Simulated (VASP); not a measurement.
ZnS, 4 atoms in the cell. The structure is hexagonal, space group P6_3mc (No. 186). The conventional cell has a = 3.811 Å, b = 3.811 Å, c = 6.234 Å, α = 90.00°, β = 90.00°, γ = 120.00°. Zn (site symmetry 3m) has 4 S at 2.31 to 2.40 Å within 3.1 Å. S (site symmetry 3m) has 4 Zn at 2.31 to 2.40 Å within 3.1 Å. 

| Property | Result |
| --- | --- |
| Program | VASP 6.6.1 |
| Task | single point |
| Functional | PBE |
| Dispersion | D3(BJ) |
| Potentials or basis | VASP PAW PBE potentials, release 64 (Zn, S) |
| Cutoff | 520 eV |
| k mesh | 6 × 6 × 4 |
| Occupations | gaussian, width 0.01 eV |
| Spin | no spin polarisation |
| Dipole correction | no |
| Further INCAR settings | ALGO = Normal; EDIFF = 1e-06; NBANDS = 26 |

Potentials or basis: VASP PAW PBE potentials, release 64 (Zn, S).

The run is started by

```console
$ cat potpaw_PBE.64/Zn/POTCAR potpaw_PBE.64/S/POTCAR > POTCAR
$ mpirun -np 1 vasp_std > vasp.out
```

Hardware: 1 thread of Intel Xeon 8259CL, on a shared host.

Task: Estimate the wall time of this run.

Result: It took 61 s on 1 thread of Intel Xeon 8259CL (shared host), peak memory 0.18 GiB. Counts: scf iterations 14, k points 21.
